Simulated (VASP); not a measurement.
Write the native input for VASP 6.6.1 that does the following.

```
Task                   : single point
Functional             : PBE
Potentials or basis    : VASP PAW PBE potentials, release 64 (Se)
Cutoff                 : 520 eV
k mesh                 : 6 × 6 × 6
Occupations            : gaussian, width 0.1 eV
Spin                   : no spin polarisation
Dipole correction      : no
Further INCAR settings : ALGO = Normal; EDIFF = 1e-06; NBANDS = 13
```

The structure of Se lies in POSCAR:

```
Se
1.0
    0.0000000000      3.1255665700      3.1255665700
    3.1255665700      0.0000000000      3.1255665700
    3.1255665700      3.1255665700      0.0000000000
Se
2
Direct
    0.5000000000      0.5000000000      0.5000000000
    0.7180058006      0.7819941994      0.7819941994
```

The input as run:

INCAR

```
SYSTEM = Se
ALGO = Normal ; EDIFF = 1E-6
ENCUT = 520 ; GGA = PE
ISIF = 2 ; ISMEAR = 0
LASPH = .TRUE. ; LCHARG = .FALSE.
LREAL = .FALSE. ; LWAVE = .FALSE.
NBANDS = 13 ; NELM = 80
PREC = Accurate ; SIGMA = 0.1
```

KPOINTS

```
k-points
0
G
  6 6 6
  0 0 0
```

Potentials or basis: VASP PAW PBE potentials, release 64 (Se).

Command:

```console
$ cat potpaw_PBE.64/Se/POTCAR > POTCAR
$ mpirun -np 1 vasp_std > vasp.out
```

It gave:

```json
{"Pressure": "1.5 GPa", "Largest force": "1.233 eV/Å", "Band gap on the k mesh": "zero (band 6 reaches 2.42 eV, above the bottom of band 7 at 1.44 eV)"}
```

Caveat: forces of over 1 eV/Å act on the atoms, so gaps and moduli don't describe the material at rest.

Wall time 27 s on 1 thread of AMD EPYC 9R14 (Zen 4) (shared host), peak memory 0.18 GiB.
